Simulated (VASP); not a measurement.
## W: single point with PBEsol

The system is W.

```
CELL_PARAMETERS angstrom
2.80966 0.00000 0.00000
0.00000 4.86387 0.00000
0.00000 0.00000 4.92370
ATOMIC_POSITIONS crystal
W 0.79317 0.56316 0.25000
W 0.20683 0.06316 0.25000
W 0.20683 0.43684 0.75000
W 0.79317 0.93684 0.75000
```

```
Program             : VASP 6.6.1
Task                : single point
Functional          : PBEsol
Potentials or basis : VASP PAW PBE potentials, release 64 (W_sv)
Cutoff              : 500 eV
k mesh              : 3 × 2 × 2
Occupations         : gaussian, width 0.1 eV
Spin                : no spin polarisation
```

```
Pressure               : -7.9 GPa
Largest force          : 0.092 eV/Å
Band gap on the k mesh : zero (bands 28 and 29 overlap by 0.61 eV)
```

Forces on the atoms (eV/Å):
```
W    0.057 -0.072  0.000
W   -0.057 -0.072  0.000
W   -0.057  0.072  0.000
W    0.057  0.072  0.000
```

Stress tensor (GPa, compression positive):
```
-7.96  0.00  0.00
 0.00 -5.86  0.00
 0.00  0.00 -9.97
```

Levels at points of the mesh, in eV from the Fermi level:
```
           k point  band 26  band 27  band 28  band 29  band 30  band 31
(0.00, 0.00, 0.00)    -0.22    -0.22    -0.18    -0.14    -0.02     0.69
(0.00, 0.50, 0.00)    -1.31     0.47     0.47     0.49     0.49     0.98
(0.00, 0.00, 0.50)    -0.65     0.02     0.02     0.82     0.82     1.91
(0.00, 0.50, 0.50)    -1.01    -1.01    -1.01     1.81     1.81     1.81
```

Run time: 9.6 s on 1 thread of Intel(R) Xeon(R) 6975P-C (Granite Rapids), on a shared host, peak memory 0.16 GiB.

Caveat: the k points lie up to 0.75 Å⁻¹ apart, too coarse for converged energies and pressures of a metal; the PAW data sets were made with another functional, which shifts forces and pressure a little; spin-orbit coupling is left out, which moves the levels of the heavy elements.
